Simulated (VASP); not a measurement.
# C (Fd-3m) in VASP: further runs, part 2 of 2

VASP 6.6.1. The steps go on from the part before.

## 3. Single point, LDA

This run uses another cell than the first one, of 5.51 Å³/atom, 0.971 times its volume.

File INCAR:

```
SYSTEM = C
ALGO     = Normal         ! electronic algorithm
EDIFF    = 1E-6           ! SCF threshold, eV
ENCUT    = 600            ! plane-wave cutoff, eV
GGA      = CA             ! functional
GGA_COMPAT= .FALSE.      
ISIF     = 2              ! what is computed and relaxed
ISMEAR   = 0              ! smearing method
LASPH    = .TRUE.         ! aspherical terms in the spheres
LCHARG   = .TRUE.         ! write CHGCAR
LELF     = .TRUE.         ! ELF
LREAL    = .FALSE.        ! projectors in reciprocal space
LVHAR    = .TRUE.       
LWAVE    = .FALSE.        ! write WAVECAR
NBANDS   = 11             ! bands
NELM     = 120            ! most SCF steps
PREC     = Accurate       ! precision mode
SIGMA    = 0.1            ! smearing width, eV
```

File KPOINTS:

```
k-points
0
G
  10 10 10
  0 0 0
```

File POSCAR:

```
C
1.0
    0.0000000000      1.7660495859      1.7660495859
    1.7660495859      0.0000000000      1.7660495859
    1.7660495859      1.7660495859      0.0000000000
C
2
Direct
    0.0000000000      0.0000000000      0.0000000000
    0.2500000000      0.2500000000      0.2500000000
```

Potentials or basis: VASP PAW LDA potentials, release 64 (C).

Run with:

```bash
$ cat potpaw_LDA.64/C/POTCAR > POTCAR
$ mpirun -np 1 vasp_std > vasp.out
```

Run time: 10 s. Hardware: 1 thread of Intel Xeon 8259CL, shared host; peak memory 0.11 GiB.

Results (log left out):

```yaml
Free_energy: -20.2520 eV
Pressure: 0.7 GPa
Band_gap_on_the_k_mesh: 4.20 eV, indirect (least direct gap 5.63 eV)
```

Levels at points of the mesh, in eV from the valence-band top:
```tsv
k point	band 1	band 2	band 3	band 4	band 5	band 6	band 7	band 8
(0.00, 0.00, 0.00)	-21.71	0.00	0.00	0.00	5.63	5.63	5.63	14.23
(0.50, 0.00, 0.00)	-15.70	-13.69	-2.86	-2.86	8.51	8.51	9.42	15.67
(0.50, 0.50, 0.00)	-12.82	-12.82	-6.47	-6.47	4.77	4.77	17.07	17.07
```

A k mesh can miss the band edges. Expect the measured gap to be larger: semilocal functionals such as LDA lack the derivative discontinuity.

## 4. Single point, LDA

This run uses another cell than the first one, of 5.51 Å³/atom, 0.971 times its volume.

File INCAR:

```
SYSTEM = C
PREC = Accurate
ENCUT = 600
EDIFF = 1E-6
ISMEAR = 0
SIGMA = 0.02
LREAL = .FALSE.
LASPH = .TRUE.
NELM = 120
ALGO = Normal
ISIF = 2
LWAVE = .FALSE.
LCHARG = .FALSE.
GGA = CA
NBANDS = 11
GGA_COMPAT = .FALSE.
```

File KPOINTS:

```
Automatic mesh
0
G
  12 12 12
  0 0 0
```

File POSCAR:

```
C
1.0
    0.0000000000      1.7658688081      1.7658688081
    1.7658688081      0.0000000000      1.7658688081
    1.7658688081      1.7658688081      0.0000000000
C
2
Direct
    0.0000000000      0.0000000000      0.0000000000
    0.2500000000      0.2500000000      0.2500000000
```

Run with:

```bash
$ cat potpaw_LDA.64/C/POTCAR > POTCAR
$ mpirun -np 1 vasp_std > vasp.out
```

Run time: 14 s. Hardware: 1 thread of Intel Xeon 8259CL, shared host; peak memory 0.12 GiB.

The run converged. Its results:

* Free energy: -20.2521 eV
* Pressure: 0.8 GPa
* Band gap on the k mesh: 4.20 eV, indirect (least direct gap 5.63 eV)

Levels at points of the mesh, in eV from the valence-band top:
| k point | band 1 | band 2 | band 3 | band 4 | band 5 | band 6 | band 7 | band 8 |
| --- | --- | --- | --- | --- | --- | --- | --- | --- |
| (0.00, 0.00, 0.00) | -21.72 | 0.00 | 0.00 | 0.00 | 5.63 | 5.63 | 5.63 | 14.24 |
| (0.50, 0.00, 0.00) | -15.70 | -13.69 | -2.87 | -2.87 | 8.51 | 8.51 | 9.42 | 15.67 |
| (0.50, 0.50, 0.00) | -12.82 | -12.82 | -6.47 | -6.47 | 4.77 | 4.77 | 17.08 | 17.08 |

## 5. Single point, LDA

This run uses another cell than the first one, of 5.51 Å³/atom, 0.971 times its volume.

File INCAR:

```
SYSTEM = C
PREC = Accurate ; ENCUT = 600
EDIFF = 1E-6 ; ISMEAR = 0
SIGMA = 0.02 ; LREAL = .FALSE.
LASPH = .TRUE. ; NELM = 120
ALGO = Normal ; ISIF = 2
LWAVE = .FALSE. ; LCHARG = .TRUE.
LELF = .TRUE. ; LVHAR = .TRUE.
NBANDS = 11 ; GGA_COMPAT = .FALSE.
```

File KPOINTS:

```
regular mesh
0
G
  12 12 12
  0 0 0
```

POSCAR is that of step 4.

Run with:

```bash
$ cat potpaw_LDA.64/C/POTCAR > POTCAR
$ mpirun -np 1 vasp_std > vasp.out
```

It took 17 s on 1 thread of Intel Xeon 8259CL, shared host; peak memory 0.12 GiB.

It converged, with:

```yaml
Free_energy: -20.2521 eV
Pressure: 0.8 GPa
Band_gap_on_the_k_mesh: 4.20 eV, indirect (least direct gap 5.63 eV)
```

Levels at points of the mesh, in eV from the valence-band top:
```
           k point  band 2  band 3  band 4  band 5  band 6  band 7
(0.00, 0.00, 0.00)    0.00    0.00    0.00    5.63    5.63    5.63
(0.50, 0.00, 0.00)  -13.69   -2.87   -2.87    8.51    8.51    9.42
(0.50, 0.50, 0.00)  -12.82   -6.47   -6.47    4.77    4.77   17.08
```

A k mesh can miss the band edges. As with any semilocal functional, this LDA gap is likely too small.

## 6. Relaxation of cell and atoms, LDA

This run uses another cell than the first one, of 5.51 Å³/atom, 0.971 times its volume.

File INCAR:

```
  ALGO = Normal
  EDIFF = 1E-7
  EDIFFG = -0.002
  ENCUT = 600
  GGA_COMPAT = F
  IBRION = 2
  ISIF = 3
  ISMEAR = 0
  LASPH = T
  LCHARG = F
  LREAL = F
  LWAVE = F
  NELM = 120
  NELMIN = 4
  NSW = 100
  PREC = Accurate
  SIGMA = 0.02
```

File KPOINTS:

```
k-points
0
Gamma
  12 12 12
```

File POSCAR:

```
C
1.0
    0.0000000000      1.7660495859      1.7660495859
    1.7660495859      0.0000000000      1.7660495859
    1.7660495859      1.7660495859      0.0000000000
C
2
Direct
    0.0000000000      0.0000000000      0.0000000000
    0.2500000000      0.2500000000      0.2500000000
```

Potentials or basis: VASP PAW LDA potentials, release 64 (C).

Run with:

```bash
$ cat potpaw_LDA.64/C/POTCAR > POTCAR
$ mpirun -np 1 vasp_std > vasp.out
```

OUTCAR:

```text
EDIFF = 1E-7
   EDIFFG = -0.002
   ENCUT = 600
   IBRION = 2
   ISIF = 3
   ISMEAR = 0
   LASPH = T
   LREAL = F
   NELM = 120
   NELMIN = 4
   NSW = 100
   PREC = Accurate

 ion  position               nearest neighbor table
   1  0.000  0.000  0.000-   2 1.53   2 1.53   2 1.53   2 1.53
   2  0.250  0.250  0.250-   1 1.53   1 1.53   1 1.53   1 1.53

  LATTYP: Found a face centered cubic cell.
 ALAT       =     3.5320991718

  Lattice vectors:

 A1 = (   0.0000000000,   1.7660495859,   1.7660495859)
 A2 = (   1.7660495859,   0.0000000000,   1.7660495859)
 A3 = (   1.7660495859,   1.7660495859,   0.0000000000)

Analysis of symmetry for initial positions (statically):
=====================================================================
 Subroutine PRICEL returns:
 Original cell was already a primitive cell.
[... 252 lines left out ...]

  energy without entropy =      -20.25212337  energy(sigma->0) =      -20.25212337

 E-fermi :  10.2343     XC(G=0): -13.6345

 val. band max:       10.1328218078   @ k =   0.0000   0.0000   0.0000
 cond. band min:      14.3257597927   @ k =   0.3333   0.3333   0.0000
 fundamental gap:      4.1929379849
 Fermi energy:        10.2342504531

 k-point     1 :       0.0000    0.0000    0.0000
  band No.  band energies     occupation
      1     -11.5589      2.00000
      2      10.1328      2.00000
      3      10.1328      2.00000
      4      10.1328      2.00000
      5      15.7540      0.00000
      6      15.7540      0.00000
      7      15.7540      0.00000
      8      24.3289      0.00000
[... 243 lines left out ...]
 k-point    24 :      -0.4167    0.1667    0.0000
  band No.  band energies     occupation
      1      -5.1746      2.00000
      2      -2.6335      2.00000
      3       4.5852      2.00000
      4       6.4586      2.00000
      5      17.7220      0.00000
      6      20.4589      0.00000
      7      21.7555      0.00000
      8      25.7089      0.00000

 [... further k-points ...]
[... 5 lines left out ...]
  --------------------------------------------------------------------------------------
  -------------------------------------------------------------------------------------
  Total        0.0001191      0.0001191      0.0001191      0.0000000     -0.0000000     -0.0000000
  in kB        0.0172984      0.0172984      0.0172984      0.0000000     -0.0000000     -0.0000000
  external PRESSURE =       0.0172984 kB  Pullay stress =       0.0000000 kB
[... 17 lines left out ...]
  FREE ENERGIE OF THE ION-ELECTRON SYSTEM (eV)
  ---------------------------------------------------
  free  energy   TOTEN  =       -20.2521233727 eV

  energy  without entropy=      -20.2521233727  energy(sigma->0) =      -20.25212337

 reached required accuracy - stopping structural energy minimisation
```

Wall time 19 s (1 thread of Intel Xeon 8259CL, shared host); peak memory 0.11 GiB.

What came out:

| Item | Value |
| --- | --- |
| Free energy | -20.2521 eV |
| Relaxed volume | 5.52 Å³/atom |
| Relaxed cell | a = 2.499 Å, b = 2.499 Å, c = 2.499 Å, α = 60.00°, β = 60.00°, γ = 60.00° |
| Space group after relaxing (to 0.05 Å) | Fd-3m (No. 227) |
| Energy gained by relaxing | 0.0 meV/atom |
| Ionic steps | 3 |
| Pressure after relaxing | 0.0 GPa |
| Band gap on the k mesh | 4.19 eV, indirect (least direct gap 5.62 eV) |

Final structure:
```
C
1.0
     0.00000    1.76692    1.76692
     1.76692    0.00000    1.76692
     1.76692    1.76692    0.00000
C
2
Direct
  0.00000 0.00000 0.00000
  0.25000 0.25000 0.25000
```

## 7. Overview

| task | cell | k mesh | smearing | gap on the mesh (eV) | pressure (GPa) |
| --- | --- | --- | --- | --- | --- |
| single point | a = 2.522 Å, angles 60.0°, 2 atoms | 8 × 8 × 8 | gaussian 0.1 eV | 4.10 | -12.4 |
| single point | a = 2.498 Å, angles 60.0°, 2 atoms | 10 × 10 × 10 | gaussian 0.1 eV | 4.20 | 0.7 |
| single point | a = 2.497 Å, angles 60.0°, 2 atoms | 12 × 12 × 12 | gaussian 0.02 eV | 4.20 | 0.8 |
| relaxation of cell and atoms | relaxed from a = 2.498 Å, angles 60.0°, 2 atoms | 12 × 12 × 12 | gaussian 0.02 eV | 4.19 | 0.0 |

Alike in all rows: level LDA; potentials or basis VASP PAW LDA potentials, release 64 (C); no spin polarisation; cutoff (eV) 600.

Absolute energies hang on the potentials; compare differences alone.
